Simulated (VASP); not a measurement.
# GaAs (F-43m) in VASP: single point with PBE0

Aim: the single point of GaAs with PBE0.

All numbers are computed with VASP 6.6.1; they aren't measurements. Logs are shortened: lines on timing, memory, paths and dates and some standing lists are left out, and cuts for length are marked.

### Step 1. The cell of the first run

Symmetry: F-43m, No. 216, cubic system. The conventional cell has a = 5.658 Å, b = 5.658 Å, c = 5.658 Å, α = 90.00°, β = 90.00°, γ = 90.00°. Ga (site symmetry -43m) has 4 As at 2.45 Å within 3.2 Å. As (site symmetry -43m) has 4 Ga at 2.45 Å within 3.2 Å.

### Step 2. Single point, PBE0

POSCAR reads:

```
GaAs
1.0
    0.0000000000      2.8291375184      2.8291375184
    2.8291375184      0.0000000000      2.8291375184
    2.8291375184      2.8291375184      0.0000000000
Ga As
1 1
Direct
    0.0000000000      0.0000000000      0.0000000000
    0.2500000000      0.2500000000      0.2500000000
```

INCAR.step1 reads:

```
PREC = Accurate
ENCUT = 520
EDIFF = 1E-5
ISMEAR = 0
SIGMA = 0.01
LREAL = F
LASPH = T
NELM = 60
ALGO = Normal
ISIF = 2
LWAVE = T
GGA = PE
NBANDS = 16
```

INCAR.step2 reads:

```
PREC = Accurate
ENCUT = 520
EDIFF = 1E-6
ISMEAR = 0
SIGMA = 0.01
LREAL = F
LASPH = T
NELM = 60
ALGO = Normal
ISIF = 2
LWAVE = F
LCHARG = T
GGA = PE
LHFCALC = T
AEXX = 0.25
PRECFOCK = Normal
LELF = T
LVHAR = T
ISTART = 1
NBANDS = 16
```

KPOINTS reads:

```
regular mesh
0
Gamma
  6 6 6
```

Potentials or basis: VASP PAW PBE potentials, release 64 (Ga_d, As).

Launch:

```console
$ cat potpaw_PBE.64/Ga_d/POTCAR potpaw_PBE.64/As/POTCAR > POTCAR
$ cp INCAR.step1 INCAR
$ mpirun -np 1 vasp_std > vasp.out
$ cp INCAR.step2 INCAR
$ mpirun -np 1 vasp_std > vasp.out
```

OUTCAR:

```text
PREC = Accurate
   ENCUT = 520
   EDIFF = 1E-6
   ISMEAR = 0
   LREAL = F
   LASPH = T
   NELM = 60
   ISIF = 2
   GGA = PE
   LHFCALC = T
   AEXX = 0.25
   PRECFOCK = Normal
   ISTART = 1

 ion  position               nearest neighbor table
   1  0.000  0.000  0.000-   2 2.45   2 2.45   2 2.45   2 2.45
   2  0.250  0.250  0.250-   1 2.45   1 2.45   1 2.45   1 2.45

  LATTYP: Found a face centered cubic cell.
 ALAT       =     5.6582750368

  Lattice vectors:

 A1 = (   0.0000000000,   2.8291375184,   2.8291375184)
 A2 = (   2.8291375184,   0.0000000000,   2.8291375184)
 A3 = (   2.8291375184,   2.8291375184,   0.0000000000)

Analysis of symmetry for initial positions (statically):
=====================================================================
 Subroutine PRICEL returns:
 Original cell was already a primitive cell.

 Routine SETGRP: Setting up the symmetry group for a
 face centered cubic supercell.

 Subroutine GETGRP returns: Found 24 space group operations
 (whereof 24 operations were pure point group operations)
 out of a pool of 48 trial point group operations.

The static configuration has the point symmetry T_d .

Analysis of symmetry for dynamics (positions and initial velocities):
=====================================================================
 Subroutine PRICEL returns:
 Original cell was already a primitive cell.

 Routine SETGRP: Setting up the symmetry group for a
 face centered cubic supercell.

 Subroutine GETGRP returns: Found 24 space group operations
 (whereof 24 operations were pure point group operations)
 out of a pool of 48 trial point group operations.

The dynamic configuration has the point symmetry T_d .

 Subroutine INISYM returns: Found 24 space group operations
 (whereof 24 operations are pure point group operations),
 and found     1 'primitive' translations

----------------------------------------------------------------------------------------

                                     Primitive cell

  volume of cell :      45.2889

  direct lattice vectors                    reciprocal lattice vectors
     0.000000000  2.829137518  2.829137518    -0.176732307  0.176732307  0.176732307
     2.829137518  0.000000000  2.829137518     0.176732307 -0.176732307  0.176732307
     2.829137518  2.829137518  0.000000000     0.176732307  0.176732307 -0.176732307

  length of vectors
     4.001004648  4.001004648  4.001004648     0.306109335  0.306109335  0.306109335

  position of ions in fractional coordinates (direct lattice)
     0.000000000  0.000000000  0.000000000
     0.250000000  0.250000000  0.250000000

  ion indices of the primitive-cell ions
   primitive index   ion index
                 1           1
                 2           2

----------------------------------------------------------------------------------------

 KPOINTS: regular mesh

Automatic generation of k-mesh.
 Grid dimensions read from file:
 generate k-points for:    6    6    6

 Generating k-lattice:

  Cartesian coordinates                     Fractional coordinates (reciprocal lattice)
    -0.029455384  0.029455384  0.029455384     0.166666667  0.000000000  0.000000000
     0.029455384 -0.029455384  0.029455384     0.000000000  0.166666667  0.000000000
     0.029455384  0.029455384 -0.029455384     0.000000000  0.000000000  0.166666667

  Length of vectors
     0.051018222  0.051018222  0.051018222

  Shift w.r.t. Gamma in fractional coordinates (k-lattice)
     0.000000000  0.000000000  0.000000000

 Subroutine IBZKPT returns following result:
 ===========================================

 Found     16 irreducible k-points:

 Following reciprocal coordinates:
            Coordinates               Weight
  0.000000  0.000000  0.000000      1.000000
  0.166667  0.000000  0.000000      8.000000
  0.333333  0.000000  0.000000      8.000000
  0.500000  0.000000  0.000000      4.000000
  0.166667  0.166667  0.000000      6.000000
  0.333333  0.166667  0.000000     24.000000
[... 8 lines left out ...]
 -0.333333  0.333333  0.166667     24.000000
 -0.333333  0.500000  0.166667     12.000000
   k-points           NKPTS =     16   k-points in BZ     NKDIM =    216   number of bands    NBANDS=     16
   number of dos      NEDOS =    301   number of ions     NIONS =      2
   total plane-waves  NPLWV =  27000
   dimension x,y,z NGX =    30 NGY =   30 NGZ =   30
   dimension x,y,z NGXF=    60 NGYF=   60 NGZF=   60
   ions per type =               1   1
   NGX,Y,Z   is equivalent  to a cutoff of  12.47, 12.47, 12.47 a.u.
   NGXF,Y,Z  is equivalent  to a cutoff of  24.93, 24.93, 24.93 a.u.
 SYSTEM =  unknown system
   PREC   = accura    normal or accurate (medium, high low for compatibility)
   ISTART =      1    job   : 0-new  1-cont  2-samecut
   ICHARG =      0    charge: 1-file 2-atom 10-const
   ISPIN  =      1    spin polarized calculation?
   LNONCOLLINEAR =      F non collinear calculations
   LSORBIT =      F    spin-orbit coupling
   LASPH  =      T    aspherical Exc in radial PAW
   ENCUT  =  520.0 eV  38.22 Ry    6.18 a.u.   7.44  7.44  7.44*2*pi/ulx,y,z
   NELM   =     60;   NELMIN=  2; NELMDL=  0     # of ELM steps
   EDIFF  = 0.1E-05   stopping-criterion for ELM
   LREAL  =      F    real-space projection
   EDIFFG = 0.1E-04   stopping-criterion for IOM
   NSW    =      0    number of steps for IOM
   IBRION =     -1    ionic relax: 0-MD 1-quasi-New 2-CG
   NFREE  =      0    steps in history (QN), initial steepest desc. (CG)
   ISIF   =      2    stress and relaxation
   ISYM   =      3    0-nonsym 1-usesym 2-fastsym
   POTIM  = 0.5000    time-step for ionic-motion
   TEBEG  =    0.0;   TEEND  =   0.0 temperature during run
   PSTRESS=    0.0 pullay stress
   NELECT =      18.0000    total number of electrons
   NUPDOWN=      -1.0000    fix difference up-down
   EMIN   =  10.00;   EMAX   =-10.00  energy-range for DOS
   EFERMI =   0.00;   METHOD = LEGACY
   ISMEAR =     0;   SIGMA  =   0.01  broadening in eV -4-tet -1-fermi 0-gaus
   EFERMI_NEDOS =   21; number of points for ismear=-14 and -15
   IALGO  =     38    algorithm
   IMIX   =      1    mixing-type and parameters
     AMIX     =   0.40;   BMIX     =  1.00
     AMIX_MAG =   1.60;   BMIX_MAG =  1.00
  volume/ion in A,a.u.               =      22.64       152.81
  Fermi-wavevector in a.u.,A,eV,Ry     =   1.203654  2.274576 19.711884  1.448783
  Thomas-Fermi vector in A             =   2.339401
   LORBIT       =      0    0 simple, 1 ext, 2 COOP (PROOUT), +10 PAW based schemes
   GGA     = PE    functional components
   LHFCALC =     T    Hartree Fock is set to
   PRECFOCK=normal    Normal, Fast or Accurate (Low or Medium for compatibility)
   ENCUT4O =  -1.0   cutoff for four orbital integrals eV
   NKREDX  =     1    reduce k-point grid by
   NKREDY  =     1    reduce k-point grid by
   NKREDZ  =     1    reduce k-point grid by
   AEXX    =    0.2500 exact exchange contribution
   HFSCREEN=    0.0000 screening length (either q_TF or 0.3 A-1)
   HFSCREENC=   0.0000 screening length for correlation (either q_TF or 0.3 A-1)
   ENCUTFOCK=  -1.0 apply spherical cutoff to Coloumb kernel
   IVDW    =     0    specifies the selected vdW correction
   LEPSILON=     F    determine dielectric tensor
   LRPA    =     F    only Hartree local field effects (RPA)
 non-spin polarized calculation
 Gauss-broadening in eV      SIGMA  =   0.01
  energy-cutoff  :      520.00
  volume of cell :       45.29
 maximum number of plane-waves:      1243
 NGX is ok and might be reduce to    30
  NGX = 24; NGY = 24; NGZ = 24

 number of electron      17.9999993 magnetization

 Free energy of the ion-electron system (eV)
  ---------------------------------------------------
  ext. energy  EPLUGINS =         0.00000000
  ---------------------------------------------------
  free energy    TOTEN  =       -10.72850125 eV

  energy without entropy =      -10.72850125  energy(sigma->0) =      -10.72850125

 E-fermi :   3.2482     XC(G=0):  -7.5736

 val. band max:        3.1519264875   @ k =   0.0000   0.0000   0.0000
 cond. band min:       5.1734254412   @ k =   0.0000   0.0000   0.0000
 fundamental gap:      2.0214989536
 Fermi energy:         3.2482030659

 k-point     1 :       0.0000    0.0000    0.0000
  band No.  band energies     occupation
      1     -14.2904      2.00000
      2     -14.2904      2.00000
      3     -14.2904      2.00000
      4     -14.2100      2.00000
      5     -14.2100      2.00000
      6     -10.8939      2.00000
[... 8 lines left out ...]
     15      14.9648      0.00000
     16      14.9648      0.00000

 k-point     2 :       0.1667    0.0000    0.0000
  band No.  band energies     occupation
      1     -14.3043      2.00000
      2     -14.2851      2.00000
      3     -14.2851      2.00000
      4     -14.2103      2.00000
      5     -14.2103      2.00000
      6     -10.5502      2.00000
[... 8 lines left out ...]
     15      13.8161      0.00000
     16      13.8161      0.00000

 k-point     3 :       0.3333    0.0000    0.0000
  band No.  band energies     occupation
      1     -14.3308      2.00000
      2     -14.2759      2.00000
      3     -14.2759      2.00000
      4     -14.2092      2.00000
      5     -14.2092      2.00000
      6      -9.6518      2.00000
[... 8 lines left out ...]
     15      14.5152      0.00000
     16      14.5152      0.00000

 k-point     4 :       0.5000    0.0000    0.0000
  band No.  band energies     occupation
      1     -14.3435      2.00000
      2     -14.2723      2.00000
      3     -14.2723      2.00000
      4     -14.2077      2.00000
      5     -14.2077      2.00000
      6      -8.9764      2.00000
[... 8 lines left out ...]
     15      16.9023      0.00000
     16      16.9023      0.00000

 k-point     5 :       0.1667    0.1667    0.0000
  band No.  band energies     occupation
      1     -14.3141      2.00000
      2     -14.2798      2.00000
      3     -14.2798      2.00000
      4     -14.2145      2.00000
      5     -14.2074      2.00000
      6     -10.4344      2.00000
[... 8 lines left out ...]
     15      14.5730      0.00000
     16      15.4404      0.00000

 k-point     6 :       0.3333    0.1667    0.0000
  band No.  band energies     occupation
      1     -14.3353      2.00000
      2     -14.2718      2.00000
      3     -14.2697      2.00000
      4     -14.2172      2.00000
      5     -14.2055      2.00000
      6      -9.7047      2.00000
[... 8 lines left out ...]
     15      15.6669      0.00000
     16      15.8312      0.00000
[... 115 lines left out ...]
 k-point    13 :       0.5000    0.5000    0.0000
  band No.  band energies     occupation
      1     -14.3734      2.00000
      2     -14.2466      2.00000
      3     -14.2466      2.00000
      4     -14.2320      2.00000
      5     -14.1993      2.00000
      6      -8.1561      2.00000
[... 8 lines left out ...]
     15      18.3121      0.00000
     16      18.3138      0.00000

 k-point    14 :       0.5000    0.3333    0.1667
  band No.  band energies     occupation
      1     -14.3505      2.00000
      2     -14.2658      2.00000
      3     -14.2596      2.00000
      4     -14.2194      2.00000
      5     -14.2053      2.00000
      6      -8.9232      2.00000
[... 8 lines left out ...]
     15      16.1408      0.00000
     16      18.2026      0.00000

 k-point    15 :      -0.3333    0.3333    0.1667
  band No.  band energies     occupation
      1     -14.3558      2.00000
      2     -14.2652      2.00000
      3     -14.2550      2.00000
      4     -14.2177      2.00000
      5     -14.2073      2.00000
      6      -8.3684      2.00000
[... 8 lines left out ...]
     15      17.1891      0.00000
     16      17.8328      0.00000

 k-point    16 :      -0.3333    0.5000    0.1667
  band No.  band energies     occupation
      1     -14.3642      2.00000
      2     -14.2583      2.00000
      3     -14.2489      2.00000
      4     -14.2240      2.00000
      5     -14.2042      2.00000
      6      -8.1107      2.00000
[... 8 lines left out ...]
     15      17.3175      0.00000
     16      18.3657      0.00000

------------------------ aborting loop because EDIFF is reached ----------------------------------------

  FORCE on cell =-STRESS in cart. coord.  units (eV):
  Direction    XX          YY          ZZ          XY          YZ          ZX
  --------------------------------------------------------------------------------------
  -------------------------------------------------------------------------------------
  Total        0.1633259      0.1633259      0.1633259      0.0000000      0.0000000     -0.0000000
  in kB        5.7779453      5.7779453      5.7779453      0.0000000      0.0000000     -0.0000000
  external PRESSURE =       5.7779453 kB  Pullay stress =       0.0000000 kB

 VOLUME and BASIS-vectors are now :
 -----------------------------------------------------------------------------
  energy-cutoff  :      520.00
  volume of cell :       45.29
      direct lattice vectors                 reciprocal lattice vectors
     0.000000000  2.829137518  2.829137518    -0.176732307  0.176732307  0.176732307
     2.829137518  0.000000000  2.829137518     0.176732307 -0.176732307  0.176732307
     2.829137518  2.829137518  0.000000000     0.176732307  0.176732307 -0.176732307

 POSITION                                       TOTAL-FORCE (eV/Angst)
 -----------------------------------------------------------------------------------
      0.00000      0.00000      0.00000         0.000000      0.000000      0.000000
      1.41457      1.41457      1.41457        -0.000000     -0.000000     -0.000000
 -----------------------------------------------------------------------------------
    total drift:                               -0.000045     -0.000043     -0.000034

  FREE ENERGIE OF THE ION-ELECTRON SYSTEM (eV)
  ---------------------------------------------------
  free  energy   TOTEN  =       -10.7285012483 eV

  energy  without entropy=      -10.7285012483  energy(sigma->0) =      -10.72850125
```

Run time: 1.5 h. Hardware: 1 thread of AMD EPYC 7R43 (Zen 3), shared host; peak memory 0.17 GiB.

What came out:

* Free energy: -10.7285 eV
* Pressure: 0.6 GPa
* Band gap on the k mesh: 2.02 eV

Levels at points of the mesh, in eV from the valence-band top:
```csv
k point,band 7,band 8,band 9,band 10,band 11,band 12
"(0.00, 0.00, 0.00)",0.00,0.00,0.00,2.02,5.23,5.23
"(0.50, 0.00, 0.00)",-7.29,-1.25,-1.25,2.41,6.16,6.16
"(0.50, 0.50, 0.00)",-7.47,-2.94,-2.94,2.74,3.00,12.23
```

Caveat: the PAW data sets were made with another functional, which shifts forces and pressure a little. A k mesh can miss the band edges.
